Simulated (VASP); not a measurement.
# N (P6_3/mmc) in VASP: a series of runs

N is run at these levels: r2SCAN; tasks: single point, relaxation of cell and atoms.

Everything below comes from runs of VASP 6.6.1. Logs are shortened: lines on timing, memory, paths and dates and some standing lists are left out, and cuts for length are marked.

### Step 1. The cell of the first run

Symmetry: P6_3/mmc, No. 194, hexagonal system. Conventional cell: a = 3.845 Å, b = 3.845 Å, c = 8.062 Å, α = 90.00°, β = 90.00°, γ = 120.00°. N (site symmetry 3m) has 1 N at 1.09 Å within 1.5 Å.

### Step 2. Single point, r2SCAN

File POSCAR:

```
N
1.0
    3.8449134265      0.0000000000      0.0000000000
   -1.9224567133      3.3297927027      0.0000000000
    0.0000000000      0.0000000000      8.0617173824
N
4
Direct
    0.3333333333      0.6666666667      0.3178229947
    0.3333333333      0.6666666667      0.1821770053
    0.6666666667      0.3333333333      0.8178229947
    0.6666666667      0.3333333333      0.6821770053
```

File INCAR.step1:

```
  PREC = Accurate
  ENCUT = 520
  ISMEAR = 0
  SIGMA = 0.02
  LREAL = F
  LASPH = T
  NELM = 80
  NBANDS = 18
  GGA = PE
  ALGO = Normal
  EDIFF = 1E-4
  LWAVE = T
  LCHARG = F
```

File INCAR.step2:

```
  PREC = Accurate
  ENCUT = 520
  EDIFF = 1E-6
  ISMEAR = 0
  SIGMA = 0.02
  LREAL = F
  LASPH = T
  NELM = 80
  ALGO = Normal
  ISIF = 2
  LWAVE = F
  LCHARG = T
  METAGGA = R2SCAN
  LMIXTAU = T
  LELF = T
  LVHAR = T
  NBANDS = 18
  ISTART = 1
```

File KPOINTS:

```
regular mesh
0
Gamma
  9 9 4
```

Potentials or basis: VASP PAW PBE potentials, release 64 (N).

On the command line:

```
> cat potpaw_PBE.64/N/POTCAR > POTCAR
> cp INCAR.step1 INCAR
> mpirun -np 1 vasp_std > vasp.out
> cp INCAR.step2 INCAR
> mpirun -np 1 vasp_std > vasp.out
```

OUTCAR:

```text
PREC = Accurate
   ENCUT = 520
   EDIFF = 1E-6
   ISMEAR = 0
   LREAL = F
   LASPH = T
   NELM = 80
   ISIF = 2
   METAGGA = R2SCAN
   ISTART = 1

 ion  position               nearest neighbor table
   1  0.333  0.667  0.318-   2 1.09
   2  0.333  0.667  0.182-   1 1.09
   3  0.667  0.333  0.818-   4 1.09
   4  0.667  0.333  0.682-   3 1.09

  LATTYP: Found a hexagonal cell.
 ALAT       =     3.8449134265
 C/A-ratio  =     2.0967227316

  Lattice vectors:

 A1 = (   3.8449134265,   0.0000000000,   0.0000000000)
 A2 = (  -1.9224567133,   3.3297927027,   0.0000000000)
 A3 = (   0.0000000000,   0.0000000000,   8.0617173824)

Analysis of symmetry for initial positions (statically):
=====================================================================
 Subroutine PRICEL returns:
 Original cell was already a primitive cell.

 Routine SETGRP: Setting up the symmetry group for a
 hexagonal supercell.

 Subroutine GETGRP returns: Found 24 space group operations
 (whereof 12 operations were pure point group operations)
 out of a pool of 24 trial point group operations.

The static configuration has the point symmetry D_3d.
 The point group associated with its full space group is D_6h.

Analysis of symmetry for dynamics (positions and initial velocities):
=====================================================================
 Subroutine PRICEL returns:
 Original cell was already a primitive cell.

 Routine SETGRP: Setting up the symmetry group for a
 hexagonal supercell.

 Subroutine GETGRP returns: Found 24 space group operations
 (whereof 12 operations were pure point group operations)
 out of a pool of 24 trial point group operations.

The dynamic configuration has the point symmetry D_3d.
 The point group associated with its full space group is D_6h.

 Subroutine INISYM returns: Found 24 space group operations
 (whereof 12 operations are pure point group operations),
 and found     1 'primitive' translations

----------------------------------------------------------------------------------------

                                     Primitive cell

  volume of cell :     103.2123

  direct lattice vectors                    reciprocal lattice vectors
     3.844913426  0.000000000  0.000000000     0.260083879  0.150159498  0.000000000
    -1.922456713  3.329792703  0.000000000     0.000000000  0.300318996  0.000000000
     0.000000000  0.000000000  8.061717382     0.000000000  0.000000000  0.124043048

  length of vectors
     3.844913426  3.844913427  8.061717382     0.300318996  0.300318996  0.124043048

  position of ions in fractional coordinates (direct lattice)
     0.333333333  0.666666667  0.317822995
     0.333333333  0.666666667  0.182177005
     0.666666667  0.333333333  0.817822995
     0.666666667  0.333333333  0.682177005

  ion indices of the primitive-cell ions
   primitive index   ion index
                 1           1
                 2           2
                 3           3
                 4           4

----------------------------------------------------------------------------------------

 KPOINTS: regular mesh

Automatic generation of k-mesh.
 Grid dimensions read from file:
 generate k-points for:    9    9    4

 Generating k-lattice:

  Cartesian coordinates                     Fractional coordinates (reciprocal lattice)
     0.028898209  0.016684389  0.000000000     0.111111111 -0.000000000  0.000000000
     0.000000000  0.033368777  0.000000000     0.000000000  0.111111111  0.000000000
     0.000000000  0.000000000  0.031010762     0.000000000  0.000000000  0.250000000

  Length of vectors
     0.033368777  0.033368777  0.031010762

  Shift w.r.t. Gamma in fractional coordinates (k-lattice)
     0.000000000  0.000000000  0.000000000

 Subroutine IBZKPT returns following result:
 ===========================================

 Found     36 irreducible k-points:

 Following reciprocal coordinates:
            Coordinates               Weight
  0.000000  0.000000  0.000000      1.000000
  0.111111 -0.000000  0.000000      6.000000
  0.222222 -0.000000  0.000000      6.000000
  0.333333 -0.000000  0.000000      6.000000
  0.444444 -0.000000  0.000000      6.000000
  0.111111  0.111111  0.000000      6.000000
[... 16 lines left out ...]
  0.333333  0.222222  0.250000     24.000000
  0.333333  0.333333  0.250000      4.000000
 [... further k-points ...]
   k-points           NKPTS =     36   k-points in BZ     NKDIM =     36   number of bands    NBANDS=     18
   number of dos      NEDOS =    301   number of ions     NIONS =      4
   total plane-waves  NPLWV =  54000
   dimension x,y,z NGX =    30 NGY =   30 NGZ =   60
   dimension x,y,z NGXF=    60 NGYF=   60 NGZF=  120
   ions per type =               4
   NGX,Y,Z   is equivalent  to a cutoff of  12.97, 12.97, 12.37 a.u.
   NGXF,Y,Z  is equivalent  to a cutoff of  25.94, 25.94, 24.75 a.u.
 SYSTEM =  unknown system
   PREC   = accura    normal or accurate (medium, high low for compatibility)
   ISTART =      1    job   : 0-new  1-cont  2-samecut
   ICHARG =      0    charge: 1-file 2-atom 10-const
   ISPIN  =      1    spin polarized calculation?
   LNONCOLLINEAR =      F non collinear calculations
   LSORBIT =      F    spin-orbit coupling
   LASPH  =      T    aspherical Exc in radial PAW
   ENCUT  =  520.0 eV  38.22 Ry    6.18 a.u.   7.15  7.15 14.99*2*pi/ulx,y,z
   NELM   =     80;   NELMIN=  2; NELMDL=  0     # of ELM steps
   EDIFF  = 0.1E-05   stopping-criterion for ELM
   LREAL  =      F    real-space projection
   EDIFFG = 0.1E-04   stopping-criterion for IOM
   NSW    =      0    number of steps for IOM
   IBRION =     -1    ionic relax: 0-MD 1-quasi-New 2-CG
   NFREE  =      0    steps in history (QN), initial steepest desc. (CG)
   ISIF   =      2    stress and relaxation
   ISYM   =      2    0-nonsym 1-usesym 2-fastsym
   POTIM  = 0.5000    time-step for ionic-motion
   TEBEG  =    0.0;   TEEND  =   0.0 temperature during run
   PSTRESS=    0.0 pullay stress
   NELECT =      20.0000    total number of electrons
   NUPDOWN=      -1.0000    fix difference up-down
   EMIN   =  10.00;   EMAX   =-10.00  energy-range for DOS
   EFERMI =   0.00;   METHOD = LEGACY
   ISMEAR =     0;   SIGMA  =   0.02  broadening in eV -4-tet -1-fermi 0-gaus
   EFERMI_NEDOS =   21; number of points for ismear=-14 and -15
   IALGO  =     38    algorithm
   IMIX   =      4    mixing-type and parameters
     AMIX     =   0.40;   BMIX     =  1.00
     AMIX_MAG =   1.60;   BMIX_MAG =  1.00
  volume/ion in A,a.u.               =      25.80       174.13
  Fermi-wavevector in a.u.,A,eV,Ry     =   0.947344  1.790221 12.210694  0.897461
  Thomas-Fermi vector in A             =   2.075428
   LORBIT       =      0    0 simple, 1 ext, 2 COOP (PROOUT), +10 PAW based schemes
   METAGGA = R2SCAN    functional components
   LHFCALC =     F    Hartree Fock is set to
   AEXX    =    0.0000 exact exchange contribution
   IVDW    =     0    specifies the selected vdW correction
   LEPSILON=     F    determine dielectric tensor
   LRPA    =     F    only Hartree local field effects (RPA)
 non-spin polarized calculation
 Gauss-broadening in eV      SIGMA  =   0.02
  energy-cutoff  :      520.00
  volume of cell :      103.21
 maximum number of plane-waves:      2808
 NGX is ok and might be reduce to    30
   NGX = 15   NGY = 15   NGZ = 29

 number of electron      19.9999995 magnetization

 Free energy of the ion-electron system (eV)
  ---------------------------------------------------
  ext. energy  EPLUGINS =         0.00000000
  ---------------------------------------------------
  free energy    TOTEN  =       -36.43338484 eV

  energy without entropy =      -36.43338484  energy(sigma->0) =      -36.43338484

 E-fermi :  -7.3135     XC(G=0):  -5.9712

 val. band max:       -7.4963205059   @ k =   0.2222   0.1111   0.0000
 cond. band min:       0.6406828218   @ k =   0.4444  -0.0000   0.0000
 fundamental gap:      8.1370033277
 Fermi energy:        -7.3135352113

 k-point     1 :       0.0000    0.0000    0.0000
  band No.  band energies     occupation
      1     -26.9636      2.00000
      2     -26.9543      2.00000
      3     -11.5230      2.00000
      4     -11.0799      2.00000
      5      -8.8992      2.00000
      6      -8.8992      2.00000
[... 10 lines left out ...]
     17       5.5112      0.00000
     18       9.3572      0.00000

 k-point     2 :       0.1111   -0.0000    0.0000
  band No.  band energies     occupation
      1     -26.9594      2.00000
      2     -26.9509      2.00000
      3     -11.4961      2.00000
      4     -11.0767      2.00000
      5      -8.9664      2.00000
      6      -8.9520      2.00000
[... 10 lines left out ...]
     17       5.7850      0.00000
     18       9.5200      0.00000

 k-point     3 :       0.2222   -0.0000    0.0000
  band No.  band energies     occupation
      1     -26.9491      2.00000
      2     -26.9418      2.00000
      3     -11.4241      2.00000
      4     -11.0720      2.00000
      5      -9.1395      2.00000
      6      -9.0993      2.00000
[... 10 lines left out ...]
     17       6.4731      0.00000
     18       9.1485      0.00000

 k-point     4 :       0.3333   -0.0000    0.0000
  band No.  band energies     occupation
      1     -26.9369      2.00000
      2     -26.9317      2.00000
      3     -11.3302      2.00000
      4     -11.0773      2.00000
      5      -9.3009      2.00000
      6      -9.2501      2.00000
[... 375 lines left out ...]
      4     -11.1180      2.00000
      5      -9.2892      2.00000
      6      -9.2570      2.00000
[... 10 lines left out ...]
     17       7.7304      0.00000
     18       8.1918      0.00000

 k-point    23 :       0.3333    0.2222    0.2500
  band No.  band energies     occupation
      1     -26.9247      2.00000
      2     -26.9232      2.00000
      3     -11.1980      2.00000
      4     -11.1291      2.00000
      5      -9.3171      2.00000
      6      -9.2841      2.00000
[... 10 lines left out ...]
     17       7.1469      0.00000
     18       7.7637      0.00000

 k-point    24 :       0.3333    0.3333    0.2500
  band No.  band energies     occupation
      1     -26.9221      2.00000
      2     -26.9221      2.00000
      3     -11.1552      2.00000
      4     -11.1552      2.00000
      5      -9.2540      2.00000
      6      -9.2238      2.00000
[... 10 lines left out ...]
     17       7.0155      0.00000
     18       7.6959      0.00000

 [... further k-points ...]

------------------------ aborting loop because EDIFF is reached ----------------------------------------

  FORCE on cell =-STRESS in cart. coord.  units (eV):
  Direction    XX          YY          ZZ          XY          YZ          ZX
  --------------------------------------------------------------------------------------
  -------------------------------------------------------------------------------------
  Total       -0.1994259     -0.1994259      4.8076139      0.0000000      0.0000000      0.0000000
  in kB       -3.0957145     -3.0957145     74.6292075      0.0000000      0.0000000      0.0000000
  external PRESSURE =      22.8125929 kB  Pullay stress =       0.0000000 kB

 VOLUME and BASIS-vectors are now :
 -----------------------------------------------------------------------------
  energy-cutoff  :      520.00
  volume of cell :      103.21
      direct lattice vectors                 reciprocal lattice vectors
     3.844913426  0.000000000  0.000000000     0.260083879  0.150159498  0.000000000
    -1.922456713  3.329792703  0.000000000     0.000000000  0.300318996  0.000000000
     0.000000000  0.000000000  8.061717382     0.000000000  0.000000000  0.124043048

 POSITION                                       TOTAL-FORCE (eV/Angst)
 -----------------------------------------------------------------------------------
     -0.00000      2.21986      2.56220        -0.000000     -0.000000      2.304497
     -0.00000      2.21986      1.46866        -0.000000     -0.000000     -2.304497
      1.92246      1.10993      6.59306         0.000000      0.000000      2.304497
      1.92246      1.10993      5.49952        -0.000000      0.000000     -2.304497
 -----------------------------------------------------------------------------------
    total drift:                               -0.000000      0.000000      0.000000

  FREE ENERGIE OF THE ION-ELECTRON SYSTEM (eV)
  ---------------------------------------------------
  free  energy   TOTEN  =       -36.4333848388 eV

  energy  without entropy=      -36.4333848388  energy(sigma->0) =      -36.43338484
```

Run time: 1.9 min. Hardware: 1 thread of Intel Xeon 6975P-C (Granite Rapids), shared host; peak memory 0.24 GiB.

What came out:

```yaml
Free_energy: -36.4334 eV
Pressure: 2.3 GPa
Largest_force: 2.304 eV/Å
Band_gap_on_the_k_mesh: 8.14 eV (least direct gap 8.16 eV)
```

Forces in eV/Å, atoms in the order of the input:
```
N    0.000  0.000  2.304
N    0.000  0.000 -2.304
N    0.000  0.000  2.304
N    0.000  0.000 -2.304
```

Caveat: the standard files for N, O and F lose accuracy on very short bonds; the stress differs along the axes, from -0 to 7 GPa; the PAW data sets were made with another functional, which shifts forces and pressure a little.

### Step 3. Relaxation of cell and atoms, r2SCAN

This run uses another cell than the first one, of 26.34 Å³/atom.

File POSCAR:

```
N
1.0
    4.1672328106      0.0000000000      0.0000000000
   -2.0836164053      3.6089294775      0.0000000000
    0.0000000000      0.0000000000      7.0060035100
N
4
Direct
    0.3333333300      0.6666666700      0.3289300400
    0.3333333300      0.6666666700      0.1710699600
    0.6666666700      0.3333333300      0.8289300400
    0.6666666700      0.3333333300      0.6710699600
```

File INCAR.step1:

```
SYSTEM = N
PREC     = Accurate       ! precision mode
ENCUT    = 910            ! plane-wave cutoff, eV
ISMEAR   = 0              ! smearing method
SIGMA    = 0.1            ! smearing width, eV
LREAL    = .FALSE.        ! projectors in reciprocal space
LASPH    = .TRUE.         ! aspherical terms in the spheres
NELM     = 120            ! most SCF steps
GGA      = PE             ! functional
ALGO     = Normal         ! electronic algorithm
EDIFF    = 1E-5           ! SCF threshold, eV
LWAVE    = .TRUE.         ! write WAVECAR
LCHARG   = .FALSE.        ! write CHGCAR
GGA_COMPAT= .FALSE.      
IBRION   = 2              ! ionic algorithm
ISIF     = 3              ! what is computed and relaxed
EDIFFG   = -0.005         ! ionic threshold
NELMIN   = 4            
NSW      = 100            ! ionic steps
```

File INCAR.step2:

```
SYSTEM = N
PREC     = Accurate       ! precision mode
ENCUT    = 910            ! plane-wave cutoff, eV
EDIFF    = 1E-7           ! SCF threshold, eV
ISMEAR   = 0              ! smearing method
SIGMA    = 0.1            ! smearing width, eV
LREAL    = .FALSE.        ! projectors in reciprocal space
LASPH    = .TRUE.         ! aspherical terms in the spheres
NELM     = 120            ! most SCF steps
ALGO     = Normal         ! electronic algorithm
ISIF     = 3              ! what is computed and relaxed
LWAVE    = .FALSE.        ! write WAVECAR
LCHARG   = .FALSE.        ! write CHGCAR
METAGGA  = R2SCAN         ! meta-GGA
LMIXTAU  = .TRUE.       
IBRION   = 2              ! ionic algorithm
NSW      = 90             ! ionic steps
EDIFFG   = -0.04          ! ionic threshold
ISTART   = 1            
GGA_COMPAT= .FALSE.      
NELMIN   = 4
```

File KPOINTS:

```
regular mesh
0
G
  6 6 4
  0 0 0
```

Potentials or basis: VASP PAW PBE potentials, release 64 (N_h).

On the command line:

```
> cat potpaw_PBE.64/N_h/POTCAR > POTCAR
> cp INCAR.step1 INCAR
> mpirun -np 1 vasp_std > vasp.out
> cp INCAR.step2 INCAR
> mpirun -np 1 vasp_std > vasp.out
```

It took 43 min on 1 thread of Intel Xeon 6975P-C (Granite Rapids), shared host; peak memory 0.41 GiB.

The run converged. Its results:

```yaml
Free_energy: -36.8621 eV
Relaxed_volume: 26.22 Å³/atom
Relaxed_cell: a = 4.167 Å, b = 4.167 Å, c = 6.974 Å, α = 90.00°, β = 90.00°, γ = 120.00°
Space_group_after_relaxing_to_0.1_Å: P6_3/mmc (No. 194)
Pressure_after_relaxing: 0.0 GPa
Largest_force_after_relaxing: 0.033 eV/Å
Band_gap_on_the_k_mesh: 7.92 eV (least direct gap 8.23 eV)
```

Forces on the atoms (eV/Å):
```
N    0.000  0.000  0.033
N    0.000  0.000 -0.033
N    0.000  0.000  0.033
N    0.000  0.000 -0.033
```

Stress tensor (GPa, compression positive):
```
-0.12  0.00  0.00
 0.00 -0.12  0.00
 0.00  0.00  0.20
```

Final structure:
```xyz
4
Lattice="4.1668 0.0000 0.0000 -2.0834 3.6086 0.0000 0.0000 0.0000 6.9744" Properties=species:S:1:pos:R:3 pbc="T T T"
N     0.0000    2.4057    2.2902
N     0.0000    2.4057    1.1970
N     2.0834    1.2029    5.7774
N     2.0834    1.2029    4.6842
```

Levels at points of the mesh, in eV from the valence-band top:
| k point | band 6 | band 7 | band 8 | band 9 | band 10 | band 11 | band 12 | band 13 | band 14 |
| --- | --- | --- | --- | --- | --- | --- | --- | --- | --- |
| (0.00, 0.00, 0.00) | -1.66 | -1.56 | -1.56 | -1.06 | 0.00 | 8.69 | 8.69 | 9.19 | 9.19 |
| (0.50, 0.00, 0.00) | -1.86 | -1.75 | -1.59 | -0.54 | -0.21 | 8.03 | 8.39 | 8.78 | 9.30 |
| (0.00, 0.00, 0.50) | -1.61 | -1.61 | -1.61 | -0.48 | -0.48 | 8.93 | 8.93 | 8.93 | 8.93 |
| (0.50, 0.00, 0.50) | -1.86 | -1.67 | -1.67 | -0.42 | -0.42 | 8.40 | 8.40 | 8.82 | 8.82 |

Caveat: the PAW data sets were made with another functional, which shifts forces and pressure a little. A k mesh can miss the band edges.
